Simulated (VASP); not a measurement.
**C: single point with r2SCAN**

C:

```
C
1.0
     2.50984    0.00000    0.00000
    -1.25492    2.17358    0.00000
     0.00000    0.00000    8.28032
C
8
Direct
  0.96667 0.97560 0.09293
  0.03333 0.02440 0.59293
  0.03333 0.02440 0.40707
  0.96667 0.97560 0.90707
  0.30612 0.64675 0.15550
  0.69388 0.35325 0.65550
  0.36054 0.68659 0.34450
  0.63946 0.31341 0.84450
```

This cell differs from its parent crystal: atoms displaced along a vibrational mode.

- Program: VASP 6.6.1
- Task: single point
- Functional: r2SCAN
- Potentials or basis: VASP PAW PBE potentials, release 64 (C)
- Cutoff: 520 eV
- k mesh: 12 × 12 × 4
- Occupations: gaussian, width 0.05 eV
- Spin: no spin polarisation

The pressure is 1.2 GPa, the largest force is 0.550 eV/Å and the band gap on the k mesh is 4.76 eV (least direct gap 5.56 eV).

Forces in eV/Å, atoms in the order of the input:
```
C    0.397  0.380  0.000
C   -0.397 -0.380  0.000
C   -0.362 -0.380 -0.001
C    0.362  0.380 -0.001
C    0.277  0.301  0.019
C   -0.277 -0.301  0.019
C   -0.325 -0.301 -0.018
C    0.325  0.301 -0.018
```

Stress tensor (GPa, compression positive):
```
 1.06 -0.39  0.00
-0.39  1.06  0.00
 0.00  0.00  1.39
```

Levels at points of the mesh, in eV from the valence-band top:
```
           k point  band 13  band 14  band 15  band 16  band 17  band 18  band 19  band 20
(0.00, 0.00, 0.00)    -1.70    -0.16    -0.04     0.00     5.56     5.57     5.71     7.48
(0.50, 0.00, 0.00)    -5.20    -4.90    -3.85    -3.16     4.85     5.65     6.33     6.50
(0.00, 0.50, 0.00)    -5.20    -4.94    -3.84    -3.18     4.89     5.74     6.35     6.43
(0.50, 0.50, 0.00)    -5.20    -4.98    -3.83    -3.19     4.92     5.85     6.30     6.40
(0.00, 0.00, 0.50)    -0.70    -0.70    -0.68    -0.68     6.37     6.37     6.38     6.38
(0.50, 0.00, 0.50)    -4.96    -4.96    -3.90    -3.90     5.20     5.20     7.13     7.13
(0.00, 0.50, 0.50)    -4.98    -4.98    -3.89    -3.89     5.24     5.24     7.24     7.24
(0.50, 0.50, 0.50)    -5.01    -5.01    -3.89    -3.89     5.27     5.27     7.36     7.36
```

It took 8.5 min on 1 thread of Intel(R) Xeon(R) Platinum 8559C (Emerald Rapids), with other jobs on the host, peak memory 0.28 GiB.

Caveat: the cell differs from its parent crystal (atoms displaced along a vibrational mode); the PAW data sets were made with another functional, which shifts forces and pressure a little. A k mesh can miss the band edges.
